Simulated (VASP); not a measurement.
HfB2, 3 atoms in the cell. It takes space group P6/mmm (No. 191, hexagonal). Conventional cell: a = 3.202 Å, b = 3.202 Å, c = 3.548 Å, α = 90.00°, β = 90.00°, γ = 120.00°. Hf (site symmetry 6/mmm) has 12 B at 2.56 Å and 6 Hf at 3.20 Å within 3.4 Å. B (site symmetry -6m2) has 3 B at 1.85 Å within 2.5 Å. 

* Program: VASP 6.6.1
* Task: single point
* Functional: LDA
* Potentials or basis: VASP PAW LDA potentials, release 64 (Hf_pv, B)
* Cutoff: 520 eV
* k mesh: 10 × 10 × 8
* Occupations: fermi-dirac, width 0.05 eV
* Spin: no spin polarisation
* Dipole correction: no
* Further INCAR settings: ALGO = Normal; EDIFF = 1e-06; NBANDS = 15

Potentials or basis: VASP PAW LDA potentials, release 64 (Hf_pv, B).

Launch:

```sh
$ cat potpaw_LDA.64/Hf_pv/POTCAR potpaw_LDA.64/B/POTCAR > POTCAR
$ mpirun -np 1 vasp_std > vasp.out
```

Hardware: 1 thread of Intel Xeon 6975P-C, with other jobs on the host.

How long does it take, and how much memory?

It took 16 s on 1 thread of Intel Xeon 6975P-C (shared host), peak memory 0.15 GiB. Counts: scf iterations 13, k points 70.
